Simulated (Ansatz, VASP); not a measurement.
One calculation of Sb, two programs

POSCAR

```
Sb
1.0
    0.0000000000      2.3712425216      2.3712425216
    2.3712425216      0.0000000000      2.3712425216
    2.3712425216      2.3712425216      0.0000000000
Sb
1
Direct
    0.0000000000      0.0000000000      0.0000000000
```

Contents of INCAR.step1:

```
SYSTEM = Sb
PREC = Accurate ; ENCUT = 440
EDIFF = 1E-5 ; ISMEAR = -1
SIGMA = 0.05 ; LREAL = .False.
LASPH = .True. ; NELM = 120
ALGO = Normal ; ISIF = 2
LWAVE = .True. ; NBANDS = 14
GGA = PE ; GGA_COMPAT = .False.
```

INCAR.step2

```
SYSTEM = Sb
PREC = Accurate ; ENCUT = 440
EDIFF = 1E-6 ; ISMEAR = -1
SIGMA = 0.05 ; LREAL = .False.
LASPH = .True. ; NELM = 120
ALGO = Normal ; ISIF = 2
LWAVE = .False. ; LCHARG = .True.
METAGGA = R2SCAN ; LHFCALC = .True.
AEXX = 0.35 ; LMIXTAU = .True.
PRECFOCK = Normal ; LELF = .True.
LVHAR = .True. ; NBANDS = 14
ISTART = 1 ; GGA_COMPAT = .False.
```

File KPOINTS:

```
regular mesh
0
Gamma
  6 6 6
  0 0 0
```

Contents of input.yaml:

```yaml
crystal:
  lattice:
    - [0.0, 2.3712425216, 2.3712425216]
    - [2.3712425216, 0.0, 2.3712425216]
    - [2.3712425216, 2.3712425216, 0.0]
  atoms:
    - { symbol: Sb, position: [0.0, 0.0, 0.0] }
hamiltonian:
  xc: { exchange: r2scan, correlation: r2scan, exx: { coeff: 0.35 } }
  pseudopotentials: { kind: paw }
kpoints:
  mp_grid: { grid: [6, 6, 6] }
scf:
  occupations: { method: fermi_dirac, width: 0.05 }
output:
  forces: true
  stress: true
  eigenvalues: true
```

Alike in both runs: task single point; functional r2SCAN-based global hybrid with a share of 0.35 of exact exchange; k mesh 6 × 6 × 6; occupations fermi-dirac, width 0.05 eV; no spin polarisation.

|  | VASP | Ansatz |
| --- | --- | --- |
| version | VASP 6.6.1 | Ansatz 0.2.0 |
| potentials or method | VASP PAW PBE potentials, release 64 (Sb_d_GW) | Ansatz PAW |
| plane-wave cutoff (eV) | 440 | 500 |
| valence electrons in the cell | 15 | 15 |

Ansatz gave:

| Item | Value |
| --- | --- |
| gap on the k mesh at the Fermi level (eV) | none |
| pressure (GPa) | -1.5 |

Question: Which values does VASP return?

Answer: gap on the k mesh at the Fermi level (eV): none; pressure (GPa): -1.7.

VASP's potentials were made for PBE, not for r2SCAN-based global hybrid. A gap of «none» marks a metal or a gap that the smearing closes. With one functional, cell and mesh, what is left measures potentials, basis and numerics.

The k mesh is coarse, so the values compare programs but aren't converged. Spin-orbit coupling is off throughout.
